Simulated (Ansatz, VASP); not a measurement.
## One calculation of CaO, two programs

POSCAR

```
CaO
1.0
    2.7597904419      0.0000000000      0.0000000000
    0.0000000000      2.7597904419      0.0000000000
    0.0000000000      0.0000000000      2.9032089648
Ca O
1 1
Direct
    0.0000000000      0.0000000000      0.0000000000
    0.5000000000      0.5000000000      0.5000000000
```

File INCAR.step1:

```
SYSTEM = CaO
  PREC = Accurate
  ENCUT = 910
  ISMEAR = 0
  SIGMA = 0.01
  LREAL = .False.
  LASPH = .True.
  NELM = 120
  NBANDS = 15
  GGA = PE
  ALGO = Normal
  EDIFF = 1E-5
  LWAVE = .True.
  LCHARG = .False.
  GGA_COMPAT = .False.
```

File INCAR.step2:

```
SYSTEM = CaO
  PREC = Accurate
  ENCUT = 910
  EDIFF = 1E-6
  ISMEAR = 0
  SIGMA = 0.01
  LREAL = .False.
  LASPH = .True.
  NELM = 120
  ALGO = Normal
  ISIF = 2
  LWAVE = .False.
  LCHARG = .False.
  METAGGA = R2SCAN
  LMIXTAU = .True.
  NBANDS = 15
  ISTART = 1
  GGA_COMPAT = .False.
```

File KPOINTS:

```
regular mesh
0
Gamma
  8 8 8
  0 0 0
```

Input for Ansatz:

```yaml
crystal:
  lattice:
    - [2.7597904419, 0.0, 0.0]
    - [0.0, 2.7597904419, 0.0]
    - [0.0, 0.0, 2.9032089648]
  atoms:
    - { symbol: Ca, position: [0.0, 0.0, 0.0] }
    - { symbol: O, position: [0.5, 0.5, 0.5] }
kpoints:
  mp_grid: { grid: [8, 8, 8] }
  band_path:
    path: [[0.0, 0.0, 0.0], [0.0, 0.5, 0.0], [0.5, 0.5, 0.0], [0.5, 0.5, 0.5]]
    npoints: 1
hamiltonian:
  xc: r2scan
scf:
  occupations: { method: fixed }
  n_extra_bands: 4
output:
  forces: true
  stress: true
  eigenvalues: true
```

Change from the starting cell: biaxial_xy strain -4.9%.

Alike in both runs: task single point; functional r2SCAN; k mesh 8 × 8 × 8; no spin polarisation.

|  | VASP | Ansatz |
| --- | --- | --- |
| version | VASP 6.6.1 | Ansatz 0.2.0 |
| potentials or method | VASP PAW PBE potentials, release 64 (Ca_sv, O_h) | plane waves, PAW |
| plane-wave cutoff (eV) | 910 | 500 |
| occupations | gaussian, width 0.01 eV | fixed |
| valence electrons in the cell | 16 | 16 |

Ansatz gave:

- gap on the k mesh at the Fermi level (eV): 3.02

Which values does VASP return?

gap on the k mesh at the Fermi level (eV): 3.03.

VASP's potentials were made for PBE, not for r2SCAN.

Noted on VASP's run: the cutoff is short for stress, so the pressure is rough.
